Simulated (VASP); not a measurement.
# Ta (P6/mmm) in VASP: a series of runs

The runs below take Ta through single point, relaxation of cell and atoms, with PBE.

All numbers are computed with VASP 6.6.1; they aren't measurements. Logs are shortened: lines on timing, memory, paths and dates and some standing lists are left out, and cuts for length are marked.

**1. The cell of the first run**

The structure is hexagonal, space group P6/mmm (No. 191). The conventional cell has a = 4.716 Å, b = 4.716 Å, c = 2.660 Å, α = 90.00°, β = 90.00°, γ = 120.00°. Ta (site symmetry 6/mmm) has 14 Ta at 2.66 to 3.03 Å within 3.5 Å. Within 3.5 Å of Ta (site symmetry -6m2) lie 11 Ta at 2.66 to 3.03 Å.

**2. Single point, PBE**

INCAR

```
SYSTEM = Ta
PREC = Accurate ; ENCUT = 520
EDIFF = 1E-6 ; ISMEAR = -1
SIGMA = 0.1 ; LREAL = .FALSE.
LASPH = .TRUE. ; NELM = 100
ALGO = Normal ; ISIF = 2
LWAVE = .FALSE. ; LCHARG = .FALSE.
GGA = PE ; NBANDS = 24
```

KPOINTS

```
Automatic mesh
0
G
  8 8 11
  0 0 0
```

POSCAR

```
Ta
1.0
    4.7160030933      0.0000000000      0.0000000000
   -2.3580015466      4.0841784831      0.0000000000
    0.0000000000      0.0000000000      2.6599949770
Ta
3
Direct
    0.0000000000      0.0000000000      0.0000000000
    0.3333333333      0.6666666667      0.5000000000
    0.6666666667      0.3333333333      0.5000000000
```

Potentials or basis: VASP PAW PBE potentials, release 64 (Ta_pv).

Started as:

```
cat potpaw_PBE.64/Ta_pv/POTCAR > POTCAR
mpirun -np 1 vasp_std > vasp.out
```

OUTCAR:

```text
SYSTEM = Ta
   PREC = Accurate
   ENCUT = 520
   EDIFF = 1E-6
   ISMEAR = -1
   LREAL = .FALSE.
   LASPH = .TRUE.
   NELM = 100
   ISIF = 2
   GGA = PE

 ion  position               nearest neighbor table
   1  0.000  0.000  0.000-   2 3.03   3 3.03   2 3.03   3 3.03   2 3.03   2 3.03   3 3.03   3 3.03
                             3 3.03   3 3.03   2 3.03   2 3.03
   2  0.333  0.667  0.500-   3 2.72   3 2.72   3 2.72   1 3.03   1 3.03   1 3.03   1 3.03   1 3.03
                             1 3.03
   3  0.667  0.333  0.500-   2 2.72   2 2.72   2 2.72   1 3.03   1 3.03   1 3.03   1 3.03   1 3.03
                             1 3.03

  LATTYP: Found a hexagonal cell.
 ALAT       =     4.7160030933
 C/A-ratio  =     0.5640358847

  Lattice vectors:

 A1 = (   4.7160030933,   0.0000000000,   0.0000000000)
 A2 = (  -2.3580015466,   4.0841784831,   0.0000000000)
 A3 = (   0.0000000000,   0.0000000000,   2.6599949770)

Analysis of symmetry for initial positions (statically):
=====================================================================
 Subroutine PRICEL returns:
 Original cell was already a primitive cell.

 Routine SETGRP: Setting up the symmetry group for a
 hexagonal supercell.

 Subroutine GETGRP returns: Found 24 space group operations
 (whereof 24 operations were pure point group operations)
 out of a pool of 24 trial point group operations.

The static configuration has the point symmetry D_6h.

Analysis of symmetry for dynamics (positions and initial velocities):
=====================================================================
 Subroutine PRICEL returns:
 Original cell was already a primitive cell.

 Routine SETGRP: Setting up the symmetry group for a
 hexagonal supercell.

 Subroutine GETGRP returns: Found 24 space group operations
 (whereof 24 operations were pure point group operations)
 out of a pool of 24 trial point group operations.

The dynamic configuration has the point symmetry D_6h.

 Subroutine INISYM returns: Found 24 space group operations
 (whereof 24 operations are pure point group operations),
 and found     1 'primitive' translations

----------------------------------------------------------------------------------------

                                     Primitive cell

  volume of cell :      51.2342

  direct lattice vectors                    reciprocal lattice vectors
     4.716003093  0.000000000  0.000000000     0.212043966  0.122423641  0.000000000
    -2.358001547  4.084178483  0.000000000     0.000000000  0.244847282  0.000000000
[... 80 lines left out ...]
   ICHARG =      2    charge: 1-file 2-atom 10-const
   ISPIN  =      1    spin polarized calculation?
   LNONCOLLINEAR =      F non collinear calculations
   LSORBIT =      F    spin-orbit coupling
   LASPH  =      T    aspherical Exc in radial PAW
   ENCUT  =  520.0 eV  38.22 Ry    6.18 a.u.   8.77  8.77  4.95*2*pi/ulx,y,z
   NELM   =    100;   NELMIN=  2; NELMDL= -5     # of ELM steps
   EDIFF  = 0.1E-05   stopping-criterion for ELM
   LREAL  =      F    real-space projection
   EDIFFG = 0.1E-04   stopping-criterion for IOM
   NSW    =      0    number of steps for IOM
   IBRION =     -1    ionic relax: 0-MD 1-quasi-New 2-CG
   NFREE  =      0    steps in history (QN), initial steepest desc. (CG)
   ISIF   =      2    stress and relaxation
   ISYM   =      2    0-nonsym 1-usesym 2-fastsym
   POTIM  = 0.5000    time-step for ionic-motion
   TEBEG  =    0.0;   TEEND  =   0.0 temperature during run
   PSTRESS=    0.0 pullay stress
   NELECT =      33.0000    total number of electrons
   NUPDOWN=      -1.0000    fix difference up-down
   EMIN   =  10.00;   EMAX   =-10.00  energy-range for DOS
   EFERMI =   0.00;   METHOD = LEGACY
   ISMEAR =    -1;   SIGMA  =   0.10  broadening in eV -4-tet -1-fermi 0-gaus
   EFERMI_NEDOS =   21; number of points for ismear=-14 and -15
   IALGO  =     38    algorithm
   IMIX   =      4    mixing-type and parameters
     AMIX     =   0.40;   BMIX     =  1.00
     AMIX_MAG =   1.60;   BMIX_MAG =  1.00
  volume/ion in A,a.u.               =      17.08       115.25
  Fermi-wavevector in a.u.,A,eV,Ry     =   1.413816  2.671725 27.196361  1.998876
  Thomas-Fermi vector in A             =   2.535423
   LORBIT       =      0    0 simple, 1 ext, 2 COOP (PROOUT), +10 PAW based schemes
   GGA     = PE    functional components
   LHFCALC =     F    Hartree Fock is set to
   AEXX    =    0.0000 exact exchange contribution
   IVDW    =     0    specifies the selected vdW correction
   LEPSILON=     F    determine dielectric tensor
   LRPA    =     F    only Hartree local field effects (RPA)
 non-spin polarized calculation
  energy-cutoff  :      520.00
  volume of cell :       51.23
 maximum number of plane-waves:      1408
 NGX is ok and might be reduce to    36
   NGX = 17   NGY = 17   NGZ =  9

 number of electron      32.9999992 magnetization

 Free energy of the ion-electron system (eV)
  ---------------------------------------------------
  ext. energy  EPLUGINS =         0.00000000
  ---------------------------------------------------
  free energy    TOTEN  =       -34.54020492 eV

  energy without entropy =      -34.44733771  energy(sigma->0) =      -34.49377131

 E-fermi :   6.2556     XC(G=0): -12.8797

 val. band max:        6.2343021129   @ k =   0.2500   0.2500   0.1818
 cond. band min:       6.2903712503   @ k =   0.1250   0.0000   0.1818
 fundamental gap:      0.0560691374
 Fermi energy:         6.2555846566

 k-point     1 :       0.0000    0.0000    0.0000
  band No.  band energies     occupation
      1     -28.0929      2.00000
      2     -28.0929      2.00000
      3     -27.7850      2.00000
      4     -27.7850      2.00000
      5     -27.0169      2.00000
      6     -27.0169      2.00000
[... 637 lines left out ...]
     23      10.8724      0.00000
     24      11.0462      0.00000

 [... further k-points ...]
[... 5 lines left out ...]
  --------------------------------------------------------------------------------------
  -------------------------------------------------------------------------------------
  Total        6.1510801      6.1510801      6.1932732      0.0000000      0.0000000      0.0000000
  in kB      192.3545012    192.3545012    193.6739491      0.0000000      0.0000000      0.0000000
  external PRESSURE =     192.7943171 kB  Pullay stress =       0.0000000 kB

 VOLUME and BASIS-vectors are now :
 -----------------------------------------------------------------------------
  energy-cutoff  :      520.00
  volume of cell :       51.23
      direct lattice vectors                 reciprocal lattice vectors
     4.716003093  0.000000000  0.000000000     0.212043966  0.122423641  0.000000000
    -2.358001547  4.084178483  0.000000000     0.000000000  0.244847282  0.000000000
     0.000000000  0.000000000  2.659994977     0.000000000  0.000000000  0.375940560

 POSITION                                       TOTAL-FORCE (eV/Angst)
 -----------------------------------------------------------------------------------
      0.00000      0.00000      0.00000         0.000000      0.000000      0.000000
     -0.00000      2.72279      1.33000        -0.000000      0.000000      0.000000
      2.35800      1.36139      1.33000         0.000000     -0.000000      0.000000
 -----------------------------------------------------------------------------------
    total drift:                                0.000000      0.000000     -0.000000

  FREE ENERGIE OF THE ION-ELECTRON SYSTEM (eV)
  ---------------------------------------------------
  free  energy   TOTEN  =       -34.5402049208 eV

  energy  without entropy=      -34.4473377076  energy(sigma->0) =      -34.49377131
```

Wall time 22 s (1 thread of Intel Xeon 6975P-C (Granite Rapids), shared host); peak memory 0.19 GiB.

What came out:

* Free energy: -34.5402 eV
* Pressure: 19.3 GPa

Stress tensor (GPa, compression positive):
```
19.24  0.00  0.00
 0.00 19.24  0.00
 0.00  0.00 19.37
```

Caveat: spin-orbit coupling is left out, which moves the levels of the heavy elements.

**3. Single point, PBE**

INCAR

```
SYSTEM = Ta
  PREC = Accurate
  ENCUT = 520
  EDIFF = 1E-6
  ISMEAR = -1
  SIGMA = 0.1
  LREAL = .FALSE.
  LASPH = .TRUE.
  NELM = 100
  ALGO = Normal
  ISIF = 2
  LWAVE = .FALSE.
  LCHARG = .TRUE.
  GGA = PE
  LELF = .TRUE.
  LVHAR = .TRUE.
  NBANDS = 24
```

KPOINTS

```
regular mesh
0
G
  8 8 11
  0 0 0
```

POSCAR

```
Ta
1.0
    4.7148100708      0.0000000000      0.0000000000
   -2.3574050354      4.0831452953      0.0000000000
    0.0000000000      0.0000000000      2.6592137288
Ta
3
Direct
    0.0000000000      0.0000000000      0.0000000000
    0.3333333333      0.6666666667      0.5000000000
    0.6666666667      0.3333333333      0.5000000000
```

Potentials or basis: VASP PAW PBE potentials, release 64 (Ta_pv).

Started as:

```
cat potpaw_PBE.64/Ta_pv/POTCAR > POTCAR
mpirun -np 1 vasp_std > vasp.out
```

It took 24 s on 1 thread of Intel Xeon 6975P-C (Granite Rapids), shared host; peak memory 0.2 GiB.

Results (log left out):

| Item | Value |
| --- | --- |
| Free energy | -34.5352 eV |
| Pressure | 19.5 GPa |

Stress tensor (GPa, compression positive):
```
19.43  0.00  0.00
 0.00 19.43  0.00
 0.00  0.00 19.59
```

Levels at points of the mesh, in eV from the Fermi level:
| k point | band 14 | band 15 | band 16 | band 17 | band 18 | band 19 | band 20 | band 21 |
| --- | --- | --- | --- | --- | --- | --- | --- | --- |
| (0.00, 0.00, 0.00) | -1.49 | -1.48 | -1.48 | -0.75 | 1.03 | 1.03 | 3.44 | 3.44 |
| (0.50, 0.00, 0.00) | -1.91 | -1.78 | -1.10 | -0.71 | 1.12 | 2.16 | 3.70 | 3.77 |

Caveat: spin-orbit coupling is left out, which moves the levels of the heavy elements.

**4. Relaxation of cell and atoms, PBE, target pressure 19 GPa, at which the enthalpy is minimised**

INCAR

```
SYSTEM = Ta
PREC     = Accurate       ! precision mode
ENCUT    = 600            ! plane-wave cutoff, eV
EDIFF    = 1E-7           ! SCF threshold, eV
ISMEAR   = -1             ! smearing method
SIGMA    = 0.1            ! smearing width, eV
LREAL    = .False.        ! projectors in reciprocal space
LASPH    = .True.         ! aspherical terms in the spheres
NELM     = 80             ! most SCF steps
ALGO     = Normal         ! electronic algorithm
ISIF     = 3              ! what is computed and relaxed
LWAVE    = .False.        ! write WAVECAR
LCHARG   = .False.        ! write CHGCAR
GGA      = PE             ! functional
IBRION   = 2              ! ionic algorithm
NSW      = 32             ! ionic steps
EDIFFG   = -0.005         ! ionic threshold
PSTRESS  = 190.0
```

KPOINTS

```
Automatic mesh
0
Gamma
  8 8 11
  0 0 0
```

POSCAR

```
Ta
1.0
    4.7160030933      0.0000000000      0.0000000000
   -2.3580015466      4.0841784831      0.0000000000
    0.0000000000      0.0000000000      2.6599949771
Ta
3
Direct
    0.0000000000      0.0000000000      0.0000000000
    0.3333333333      0.6666666667      0.5000000000
    0.6666666667      0.3333333333      0.5000000000
```

Potentials or basis: VASP PAW PBE potentials, release 64 (Ta_pv).

Started as:

```
cat potpaw_PBE.64/Ta_pv/POTCAR > POTCAR
mpirun -np 1 vasp_std > vasp.out
```

OUTCAR:

```text
SYSTEM = Ta
   PREC = Accurate
   ENCUT = 600
   EDIFF = 1E-7
   ISMEAR = -1
   LREAL = .False.
   LASPH = .True.
   NELM = 80
   ISIF = 3
   GGA = PE
   IBRION = 2
   NSW = 32
   EDIFFG = -0.005
   PSTRESS = 190.0

 ion  position               nearest neighbor table
   1  0.000  0.000  0.000-   2 3.03   3 3.03   2 3.03   3 3.03   2 3.03   2 3.03   3 3.03   3 3.03
                             3 3.03   3 3.03   2 3.03   2 3.03
   2  0.333  0.667  0.500-   3 2.72   3 2.72   3 2.72   1 3.03   1 3.03   1 3.03   1 3.03   1 3.03
                             1 3.03
   3  0.667  0.333  0.500-   2 2.72   2 2.72   2 2.72   1 3.03   1 3.03   1 3.03   1 3.03   1 3.03
                             1 3.03

  LATTYP: Found a hexagonal cell.
 ALAT       =     4.7160030933
 C/A-ratio  =     0.5640358847

  Lattice vectors:

[... 258 lines left out ...]

 number of electron      33.0000003 magnetization

 Free energy of the ion-electron system (eV)
  ---------------------------------------------------
  ext. energy  EPLUGINS =         0.00000000
  ---------------------------------------------------
  free energy    TOTEN  =       -34.54844614 eV

  energy without entropy =      -34.45533631  energy(sigma->0) =      -34.50189122

 E-fermi :   6.2458     XC(G=0): -12.8735

 val. band max:        6.2244147537   @ k =   0.2500   0.2500   0.1818
 cond. band min:       6.2792137679   @ k =   0.1250   0.0000   0.1818
 fundamental gap:      0.0547990142
 Fermi energy:         6.2457693894

 k-point     1 :       0.0000    0.0000    0.0000
  band No.  band energies     occupation
      1     -28.1028      2.00000
      2     -28.1028      2.00000
      3     -27.7960      2.00000
      4     -27.7960      2.00000
      5     -27.0306      2.00000
      6     -27.0306      2.00000
[... 541 lines left out ...]
     19       7.6418      0.00000
     20       8.2956      0.00000

 [... further k-points ...]
[... 5 lines left out ...]
  --------------------------------------------------------------------------------------
  -------------------------------------------------------------------------------------
  Total        6.0803089      6.0803089      6.0923942      0.0000000     -0.0000000      0.0000000
  in kB      189.9197109    189.9197109    190.2971973      0.0000000     -0.0000000      0.0000000
  external PRESSURE =       0.0455397 kB  Pullay stress =     190.0000000 kB
[... 22 lines left out ...]
  energy  without entropy=      -34.4553363050  energy(sigma->0) =      -34.50189122

  enthalpy is  TOTEN    =       -28.4655667337 eV   P V=        6.0828794107

 reached required accuracy - stopping structural energy minimisation
```

It took 4.5 min on 1 thread of AMD EPYC 7R13, shared host; peak memory 0.19 GiB.

Results:

* Free energy: -34.5484 eV
* Relaxed volume: 17.10 Å³/atom
* Relaxed cell: a = 4.718 Å, b = 4.718 Å, c = 2.661 Å, α = 90.00°, β = 90.00°, γ = 120.00°
* Space group after relaxing (to 0.05 Å): P6/mmm (No. 191)
* Energy change on relaxing (the enthalpy is what falls): -2.4 meV/atom
* Ionic steps: 3
* Pressure after relaxing: 19.0 GPa

The path:
```
step  energy change (eV)  largest force (eV/Å)  pressure (GPa)  volume (Å³)
   1              0.0000                0.0000           19.30        51.23
   2             -0.0280                0.0000           18.11        51.47
   3             -0.0071                0.0000           19.00        51.29
```

Final structure:
```
Ta
1.0
     4.71757    0.00000    0.00000
    -2.35878    4.08553    0.00000
     0.00000    0.00000    2.66133
Ta
3
Direct
  0.00000 0.00000 0.00000
  0.33333 0.66667 0.50000
  0.66667 0.33333 0.50000
```

Caveat: the cell is relaxed towards a set pressure, so the enthalpy falls and the energy may rise; spin-orbit coupling is left out, which moves the levels of the heavy elements.

**5. The runs side by side**

| task | cell | cutoff (eV) | gap on the mesh (eV) | pressure (GPa) |
| --- | --- | --- | --- | --- |
| single point | a = 4.716, b = 4.716, c = 2.660 Å, angles 90.0, 90.0, 120.0°, 3 atoms | 520 | none | 19.3 |
| single point | a = 4.715, b = 4.715, c = 2.659 Å, angles 90.0, 90.0, 120.0°, 3 atoms | 520 | none | 19.5 |
| relaxation of cell and atoms | relaxed to 19 GPa from a = 4.716, b = 4.716, c = 2.660 Å, angles 90.0, 90.0, 120.0°, 3 atoms | 600 | none | 19.0 |

Alike in all rows: level PBE; potentials or basis VASP PAW PBE potentials, release 64 (Ta_pv); no spin polarisation; k mesh 8 × 8 × 11; smearing fermi-dirac 0.1 eV.

Caveats: spin-orbit coupling is left out, which moves the levels of the heavy elements; the cell is relaxed towards a set pressure, so the enthalpy falls and the energy may rise (some runs).

Total energies depend on the potentials used, so only differences within one code and one set of settings carry meaning.
